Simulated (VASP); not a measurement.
# ZnS (P6_3mc) in VASP: a series of runs

ZnS is run at these levels: PBEsol, r2SCAN; tasks: single point.

All numbers are computed with VASP 6.6.1; they aren't measurements. Logs are shortened: lines on timing, memory, paths and dates and some standing lists are left out, and cuts for length are marked.

## Step 1: The cell of the first run

Symmetry: P6_3mc, No. 186, hexagonal system. Conventional cell: a = 3.805 Å, b = 3.805 Å, c = 6.244 Å, α = 90.00°, β = 90.00°, γ = 120.00°. Zn (site symmetry 3m) has 4 S at 2.33 to 2.34 Å within 3.1 Å. S (site symmetry 3m) has 4 Zn at 2.33 to 2.34 Å within 3.1 Å.

## Step 2: Single point, PBEsol

Contents of INCAR:

```
  PREC = Accurate
  ENCUT = 520
  EDIFF = 1E-6
  ISMEAR = 0
  SIGMA = 0.01
  LREAL = F
  LASPH = T
  NELM = 60
  ALGO = Normal
  ISIF = 2
  LWAVE = F
  LCHARG = F
  GGA = PS
  NBANDS = 26
```

Contents of KPOINTS:

```
regular mesh
0
Gamma
  6 6 4
```

Contents of POSCAR:

```
ZnS
1.0
    3.8054508206      0.0000000000      0.0000000000
   -1.9027254103      3.2956170835      0.0000000000
    0.0000000000      0.0000000000      6.2439930788
Zn S
2 2
Direct
    0.3333333333      0.6666666667      0.0003381272
    0.6666666667      0.3333333333      0.5003381272
    0.3333333333      0.6666666667      0.3746618728
    0.6666666667      0.3333333333      0.8746618728
```

Potentials or basis: VASP PAW PBE potentials, release 64 (Zn, S).

Started as:

```bash
cat potpaw_PBE.64/Zn/POTCAR potpaw_PBE.64/S/POTCAR > POTCAR
mpirun -np 1 vasp_std > vasp.out
```

OUTCAR:

```text
PREC = Accurate
   ENCUT = 520
   EDIFF = 1E-6
   ISMEAR = 0
   LREAL = F
   LASPH = T
   NELM = 60
   ISIF = 2
   GGA = PS

 ion  position               nearest neighbor table
   1  0.333  0.667  0.000-   4 2.33   4 2.33   4 2.33   3 2.34
   2  0.667  0.333  0.500-   3 2.33   3 2.33   3 2.33   4 2.34
   3  0.333  0.667  0.375-   2 2.33   2 2.33   2 2.33   1 2.34
   4  0.667  0.333  0.875-   1 2.33   1 2.33   1 2.33   2 2.34

  LATTYP: Found a hexagonal cell.
 ALAT       =     3.8054508206
 C/A-ratio  =     1.6408024629

  Lattice vectors:

 A1 = (   3.8054508206,   0.0000000000,   0.0000000000)
 A2 = (  -1.9027254103,   3.2956170835,   0.0000000000)
 A3 = (   0.0000000000,   0.0000000000,   6.2439930788)

Analysis of symmetry for initial positions (statically):
=====================================================================
 Subroutine PRICEL returns:
 Original cell was already a primitive cell.

 Routine SETGRP: Setting up the symmetry group for a
 hexagonal supercell.

 Subroutine GETGRP returns: Found 12 space group operations
 (whereof  6 operations were pure point group operations)
 out of a pool of 24 trial point group operations.

The static configuration has the point symmetry C_3v.
 The point group associated with its full space group is C_6v.

Analysis of symmetry for dynamics (positions and initial velocities):
=====================================================================
 Subroutine PRICEL returns:
 Original cell was already a primitive cell.

 Routine SETGRP: Setting up the symmetry group for a
 hexagonal supercell.

 Subroutine GETGRP returns: Found 12 space group operations
 (whereof  6 operations were pure point group operations)
 out of a pool of 24 trial point group operations.

The dynamic configuration has the point symmetry C_3v.
 The point group associated with its full space group is C_6v.

 Subroutine INISYM returns: Found 12 space group operations
 (whereof  6 operations are pure point group operations),
 and found     1 'primitive' translations

----------------------------------------------------------------------------------------

                                     Primitive cell

  volume of cell :      78.3078

  direct lattice vectors                    reciprocal lattice vectors
     3.805450821  0.000000000  0.000000000     0.262780955  0.151716655  0.000000000
    -1.902725410  3.295617083  0.000000000     0.000000000  0.303433310  0.000000000
     0.000000000  0.000000000  6.243993079     0.000000000  0.000000000  0.160153925

  length of vectors
     3.805450821  3.805450821  6.243993079     0.303433310  0.303433310  0.160153925

  position of ions in fractional coordinates (direct lattice)
     0.333333333  0.666666667  0.000338127
     0.666666667  0.333333333  0.500338127
     0.333333333  0.666666667  0.374661873
     0.666666667  0.333333333  0.874661873

  ion indices of the primitive-cell ions
   primitive index   ion index
                 1           1
                 2           2
                 3           3
                 4           4

----------------------------------------------------------------------------------------

 KPOINTS: regular mesh

Automatic generation of k-mesh.
 Grid dimensions read from file:
 generate k-points for:    6    6    4

 Generating k-lattice:

  Cartesian coordinates                     Fractional coordinates (reciprocal lattice)
     0.043796826  0.025286109  0.000000000     0.166666667  0.000000000  0.000000000
     0.000000000  0.050572218  0.000000000     0.000000000  0.166666667  0.000000000
     0.000000000  0.000000000  0.040038481     0.000000000  0.000000000  0.250000000

  Length of vectors
     0.050572218  0.050572218  0.040038481

  Shift w.r.t. Gamma in fractional coordinates (k-lattice)
     0.000000000  0.000000000  0.000000000

 Subroutine IBZKPT returns following result:
 ===========================================

 Found     21 irreducible k-points:

 Following reciprocal coordinates:
            Coordinates               Weight
  0.000000  0.000000  0.000000      1.000000
  0.166667  0.000000  0.000000      6.000000
  0.333333  0.000000  0.000000      6.000000
  0.500000  0.000000  0.000000      3.000000
  0.166667  0.166667  0.000000      6.000000
  0.333333  0.166667  0.000000     12.000000
[... 13 lines left out ...]
  0.333333  0.166667  0.500000     12.000000
  0.333333  0.333333  0.500000      2.000000
   k-points           NKPTS =     21   k-points in BZ     NKDIM =     21   number of bands    NBANDS=     26
   number of dos      NEDOS =    301   number of ions     NIONS =      4
   total plane-waves  NPLWV =  37632
   dimension x,y,z NGX =    28 NGY =   28 NGZ =   48
   dimension x,y,z NGXF=    56 NGYF=   56 NGZF=   96
   ions per type =               2   2
   NGX,Y,Z   is equivalent  to a cutoff of  12.23, 12.23, 12.78 a.u.
   NGXF,Y,Z  is equivalent  to a cutoff of  24.46, 24.46, 25.56 a.u.
 SYSTEM =  unknown system
   PREC   = accura    normal or accurate (medium, high low for compatibility)
   ISTART =      0    job   : 0-new  1-cont  2-samecut
   ICHARG =      2    charge: 1-file 2-atom 10-const
   ISPIN  =      1    spin polarized calculation?
   LNONCOLLINEAR =      F non collinear calculations
   LSORBIT =      F    spin-orbit coupling
   LASPH  =      T    aspherical Exc in radial PAW
   ENCUT  =  520.0 eV  38.22 Ry    6.18 a.u.   7.08  7.08 11.61*2*pi/ulx,y,z
   NELM   =     60;   NELMIN=  2; NELMDL= -5     # of ELM steps
   EDIFF  = 0.1E-05   stopping-criterion for ELM
   LREAL  =      F    real-space projection
   EDIFFG = 0.1E-04   stopping-criterion for IOM
   NSW    =      0    number of steps for IOM
   IBRION =     -1    ionic relax: 0-MD 1-quasi-New 2-CG
   NFREE  =      0    steps in history (QN), initial steepest desc. (CG)
   ISIF   =      2    stress and relaxation
   ISYM   =      2    0-nonsym 1-usesym 2-fastsym
   POTIM  = 0.5000    time-step for ionic-motion
   TEBEG  =    0.0;   TEEND  =   0.0 temperature during run
   PSTRESS=    0.0 pullay stress
   NELECT =      36.0000    total number of electrons
   NUPDOWN=      -1.0000    fix difference up-down
   EMIN   =  10.00;   EMAX   =-10.00  energy-range for DOS
   EFERMI =   0.00;   METHOD = LEGACY
   ISMEAR =     0;   SIGMA  =   0.01  broadening in eV -4-tet -1-fermi 0-gaus
   EFERMI_NEDOS =   21; number of points for ismear=-14 and -15
   IALGO  =     38    algorithm
   IMIX   =      4    mixing-type and parameters
     AMIX     =   0.40;   BMIX     =  1.00
     AMIX_MAG =   1.60;   BMIX_MAG =  1.00
  volume/ion in A,a.u.               =      19.58       132.11
  Fermi-wavevector in a.u.,A,eV,Ry     =   1.263496  2.387661 21.720645  1.596422
  Thomas-Fermi vector in A             =   2.396850
   LORBIT       =      0    0 simple, 1 ext, 2 COOP (PROOUT), +10 PAW based schemes
   GGA     = PS    functional components
   LHFCALC =     F    Hartree Fock is set to
   AEXX    =    0.0000 exact exchange contribution
   IVDW    =     0    specifies the selected vdW correction
   LEPSILON=     F    determine dielectric tensor
   LRPA    =     F    only Hartree local field effects (RPA)
 non-spin polarized calculation
 Gauss-broadening in eV      SIGMA  =   0.01
  energy-cutoff  :      520.00
  volume of cell :       78.31
 maximum number of plane-waves:      2130
   NGX = 15   NGY = 15   NGZ = 23

 number of electron      35.9999978 magnetization

 Free energy of the ion-electron system (eV)
  ---------------------------------------------------
  ext. energy  EPLUGINS =         0.00000000
  ---------------------------------------------------
  free energy    TOTEN  =       -15.15966571 eV

  energy without entropy =      -15.15966571  energy(sigma->0) =      -15.15966571

 E-fermi :   2.1816     XC(G=0):  -9.8777

 val. band max:        2.1062994026   @ k =   0.0000   0.0000   0.0000
 cond. band min:       4.1868194232   @ k =   0.0000   0.0000   0.0000
 fundamental gap:      2.0805200206
 Fermi energy:         2.1815861193

 k-point     1 :       0.0000    0.0000    0.0000
  band No.  band energies     occupation
      1     -11.1296      2.00000
      2     -10.1669      2.00000
      3      -4.3050      2.00000
      4      -4.2902      2.00000
      5      -4.2902      2.00000
      6      -4.2076      2.00000
[... 18 lines left out ...]
     25       9.7242      0.00000
     26      11.2191      0.00000

 k-point     2 :       0.1667    0.0000    0.0000
  band No.  band energies     occupation
      1     -10.9424      2.00000
      2     -10.0650      2.00000
      3      -4.3071      2.00000
      4      -4.2674      2.00000
      5      -4.2556      2.00000
      6      -4.1849      2.00000
[... 18 lines left out ...]
     25      10.2444      0.00000
     26      10.5389      0.00000

 k-point     3 :       0.3333    0.0000    0.0000
  band No.  band energies     occupation
      1     -10.4915      2.00000
      2      -9.8826      2.00000
      3      -4.3023      2.00000
      4      -4.2100      2.00000
      5      -4.2025      2.00000
      6      -4.0590      2.00000
[... 18 lines left out ...]
     25      10.6558      0.00000
     26      11.7264      0.00000

 k-point     4 :       0.5000    0.0000    0.0000
  band No.  band energies     occupation
      1     -10.1787      2.00000
      2      -9.8452      2.00000
      3      -4.2863      2.00000
      4      -4.1862      2.00000
      5      -4.0744      2.00000
      6      -4.0462      2.00000
[... 18 lines left out ...]
     25      11.0349      0.00000
     26      13.4638      0.00000
[... 409 lines left out ...]
      1     -10.2857      2.00000
      2     -10.2857      2.00000
      3      -4.2906      2.00000
      4      -4.2906      2.00000
      5      -4.1699      2.00000
      6      -4.1699      2.00000
[... 18 lines left out ...]
     25      10.3982      0.00000
     26      10.3982      0.00000

 k-point    20 :       0.3333    0.1667    0.5000
  band No.  band energies     occupation
      1     -10.0071      2.00000
      2     -10.0071      2.00000
      3      -4.2493      2.00000
      4      -4.2493      2.00000
      5      -4.1017      2.00000
      6      -4.1017      2.00000
[... 18 lines left out ...]
     25      11.1142      0.00000
     26      11.1142      0.00000

 k-point    21 :       0.3333    0.3333    0.5000
  band No.  band energies     occupation
      1      -9.9115      2.00000
      2      -9.9115      2.00000
      3      -4.1724      2.00000
      4      -4.1724      2.00000
      5      -4.1315      2.00000
      6      -4.1315      2.00000
[... 18 lines left out ...]
     25      11.7330      0.00000
     26      11.7330      0.00000

------------------------ aborting loop because EDIFF is reached ----------------------------------------

  FORCE on cell =-STRESS in cart. coord.  units (eV):
  Direction    XX          YY          ZZ          XY          YZ          ZX
  --------------------------------------------------------------------------------------
  -------------------------------------------------------------------------------------
  Total       -0.5638619     -0.5638619     -0.5921933      0.0000000      0.0000000      0.0000000
  in kB      -11.5366062    -11.5366062    -12.1162659      0.0000000      0.0000000      0.0000000
  external PRESSURE =     -11.7298261 kB  Pullay stress =       0.0000000 kB

 VOLUME and BASIS-vectors are now :
 -----------------------------------------------------------------------------
  energy-cutoff  :      520.00
  volume of cell :       78.31
      direct lattice vectors                 reciprocal lattice vectors
     3.805450821  0.000000000  0.000000000     0.262780955  0.151716655  0.000000000
    -1.902725410  3.295617083  0.000000000     0.000000000  0.303433310  0.000000000
     0.000000000  0.000000000  6.243993079     0.000000000  0.000000000  0.160153925

 POSITION                                       TOTAL-FORCE (eV/Angst)
 -----------------------------------------------------------------------------------
     -0.00000      2.19708      0.00211        -0.000000      0.000000      0.001144
      1.90273      1.09854      3.12411         0.000000     -0.000000      0.001144
     -0.00000      2.19708      2.33939         0.000000      0.000000     -0.001144
      1.90273      1.09854      5.46138        -0.000000     -0.000000     -0.001144
 -----------------------------------------------------------------------------------
    total drift:                               -0.000001     -0.000001     -0.000502

  FREE ENERGIE OF THE ION-ELECTRON SYSTEM (eV)
  ---------------------------------------------------
  free  energy   TOTEN  =       -15.1596657103 eV

  energy  without entropy=      -15.1596657103  energy(sigma->0) =      -15.15966571
```

Wall time 55 s (1 thread of Intel Xeon 8259CL, shared host); peak memory 0.2 GiB.

What came out:

* Free energy: -15.1597 eV
* Pressure: -1.2 GPa
* Band gap on the k mesh: 2.08 eV, direct

Caveat: the PAW data sets were made with another functional, which shifts forces and pressure a little.

[end of part 1 of 2]
